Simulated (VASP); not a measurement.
A run of VASP 6.6.1 is set up as follows.

Contents of POSCAR:

```
InP
1.0
    0.0000000000      2.7577060826      3.3092472992
    2.7577060826      0.0000000000      3.3092472992
    2.7577060826      2.7577060826      0.0000000000
In P
1 1
Direct
    0.0000000000      0.0000000000      0.0000000000
    0.7500000000      0.7500000000      0.7500000000
```

File INCAR.step1:

```
SYSTEM = InP
  PREC = Accurate
  ENCUT = 520
  ISMEAR = 0
  SIGMA = 0.05
  LREAL = .FALSE.
  LASPH = .TRUE.
  NELM = 100
  NBANDS = 16
  GGA = PE
  ALGO = Normal
  EDIFF = 1E-4
  LWAVE = .TRUE.
  LCHARG = .FALSE.
```

File INCAR.step2:

```
SYSTEM = InP
  PREC = Accurate
  ENCUT = 520
  EDIFF = 1E-7
  ISMEAR = 0
  SIGMA = 0.05
  LREAL = .FALSE.
  LASPH = .TRUE.
  NELM = 100
  ALGO = Normal
  ISIF = 2
  LWAVE = .FALSE.
  LCHARG = .TRUE.
  METAGGA = R2SCAN
  LMIXTAU = .TRUE.
  LELF = .TRUE.
  LVHAR = .TRUE.
  NBANDS = 16
  ISTART = 1
```

Contents of KPOINTS:

```
regular mesh
0
G
  10 10 10
  0 0 0
```

Potentials or basis: VASP PAW PBE potentials, release 64 (In_d, P).

Command:

```sh
$ cat potpaw_PBE.64/In_d/POTCAR potpaw_PBE.64/P/POTCAR > POTCAR
$ cp INCAR.step1 INCAR
$ mpirun -np 1 vasp_std > vasp.out
$ cp INCAR.step2 INCAR
$ mpirun -np 1 vasp_std > vasp.out
```

Q: What does it give for the band gap on the k mesh?

A: 0.53 eV, direct.

Q: Predict the pressure.

A: 0.8 GPa.

Stress tensor (GPa, compression positive):
```
 4.63  0.00  0.00
 0.00  4.63  0.00
 0.00  0.00 -6.76
```

Caveat: the PAW data sets were made with another functional, which shifts forces and pressure a little; spin-orbit coupling is left out, which moves the levels of the heavy elements. A k mesh can miss the band edges.
